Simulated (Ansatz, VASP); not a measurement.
Given: the input of a run of VASP 6.6.1 on MgO.

The input INCAR:

```
SYSTEM = MgO
ALGO = Normal
EDIFF = 1E-7
ENCUT = 520
ISIF = 2
ISMEAR = -1
LASPH = .True.
LCHARG = .False.
LREAL = .False.
LWAVE = .False.
NBANDS = 11
NELM = 60
PREC = Accurate
SIGMA = 0.05
```

KPOINTS

```
k-points
0
Gamma
  10 10 10
  0 0 0
```

File POSCAR:

```
MgO
1.0
    2.8780444641      0.0000000000      0.0000000000
   -1.4390222320      2.4924596191      0.0000000000
    0.0000000000      0.0000000000      2.6249773038
Mg O
1 1
Direct
    0.0000000000      0.0000000000      0.0000000000
    0.3333333333      0.6666666667      0.5000000000
```

Potentials or basis: VASP PAW LDA potentials, release 64 (Mg, O).

The run is started by

```console
$ cat potpaw_LDA.64/Mg/POTCAR potpaw_LDA.64/O/POTCAR > POTCAR
$ mpirun -np 1 vasp_std > vasp.out
```

**Question.** Translate it to Ansatz 0.2.0. Potentials there: all-electron LAPW, scalar-relativistic.

**Answer.** As run (the cutoff follows the program's own potentials):

input.yaml

```yaml
crystal:
  lattice:
    - [2.8780444641, 0.0, 0.0]
    - [-1.439022232, 2.4924596191, 0.0]
    - [0.0, 0.0, 2.6249773038]
  atoms:
    - { symbol: Mg, position: [0.0, 0.0, 0.0] }
    - { symbol: O, position: [0.3333333333, 0.6666666667, 0.5] }
kpoints:
  mp_grid: { grid: [10, 10, 10] }
scf:
  occupations: { method: fermi_dirac, width: 0.05 }
hamiltonian:
  xc: lda
  pseudopotentials: { kind: all_electron, lapw: { basis_error: 0.001 } }
output:
  forces: true
  stress: true
  eigenvalues: true
```

Potentials or basis: all-electron LAPW, scalar-relativistic.

Launch:

```sh
$ ansatz run input.yaml --threads 1 --pin off --max-ram 3072MiB --backend cpu --events-out ev --progress --plain --runs-dir out
```

Both were run:

|  | VASP | Ansatz | Ansatz less VASP |
| --- | --- | --- | --- |
| gap on the k mesh at the Fermi level (eV) | 3.43 | 3.43 | +0.001 |
| least direct gap on the mesh (eV) | 3.84 | 3.84 | -0.002 |
| pressure (GPa) | -2.6 | -0.7 | +1.92 |
| traceless stress, the component that is largest in VASP (GPa) | 0.36 | 0.66 | +0.307 |

LDA's correlation is that of Perdew and Zunger in VASP and of Perdew and Wang (1992) in Ansatz. Ansatz ran all-electron here, and VASP with PAW potentials.
